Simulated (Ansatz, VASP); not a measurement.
**Ir in VASP and in Ansatz**

The input INCAR:

```
SYSTEM = Ir
PREC = Accurate ; ENCUT = 560
EDIFF = 1E-6 ; ISMEAR = -1
SIGMA = 0.05 ; LREAL = .FALSE.
LASPH = .TRUE. ; NELM = 200
ALGO = Normal ; ISIF = 2
LWAVE = .FALSE. ; LCHARG = .FALSE.
LMAXMIX = 4 ; LDAU = .TRUE.
LDAUTYPE = 2 ; LDAUL = 2
LDAUU = 5.3 ; LDAUJ = 0
LDAUPRINT = 1 ; GGA = RE
NBANDS = 14 ; GGA_COMPAT = .FALSE.
```

File KPOINTS:

```
Automatic mesh
0
G
  12 12 12
  0 0 0
```

The input POSCAR:

```
Ir
1.0
    0.0000000000      1.9156000000      1.9156000000
    1.9156000000      0.0000000000      1.9156000000
    1.9156000000      1.9156000000      0.0000000000
Ir
1
Direct
    0.0000000000      0.0000000000      0.0000000000
```

The input input.yaml:

```yaml
crystal:
  lattice:
    - [0.0, 1.9156, 1.9156]
    - [1.9156, 0.0, 1.9156]
    - [1.9156, 1.9156, 0.0]
  atoms:
    - { symbol: Ir, position: [0.0, 0.0, 0.0] }
hamiltonian:
  xc: revpbe
  pseudopotentials: { kind: paw }
  hubbard: { sites: [{ species: Ir, l: d, u_eff: 5.3 }] }
kpoints:
  mp_grid: { grid: [12, 12, 12] }
scf:
  occupations: { method: fermi_dirac, width: 0.05 }
  n_extra_bands: 6
output:
  forces: true
  stress: true
  eigenvalues: true
  dos: { projected: false, de: 0.05, nscf_kmesh: { grid: [18, 18, 18] } }
```

Alike in both runs: functional revPBE; k mesh 12 × 12 × 12; occupations fermi-dirac, width 0.05 eV; no spin polarisation; Hubbard terms Ir d U = 5.3 eV.

|  | VASP | Ansatz |
| --- | --- | --- |
| version | VASP 6.6.1 | Ansatz 0.2.0 |
| potentials or method | VASP PAW PBE potentials, release 64 (Ir_sv_GW) | Ansatz PAW |
| plane-wave cutoff (eV) | 560 | 420 |
| valence electrons in the cell | 17 | 17 |
| task | single point | density of states |

|  | VASP | Ansatz | Ansatz less VASP |
| --- | --- | --- | --- |
| gap on the k mesh at the Fermi level (eV) | none | none | - |
| pressure (GPa) | 6.7 | 13.5 | +6.83 |

VASP's potentials were made for PBE, not for revPBE. The programs project onto different local orbitals, so the same U acts differently, and such runs can settle in different states. A gap of «none» marks a metal or a gap that the smearing closes.

Spin-orbit coupling is off throughout.
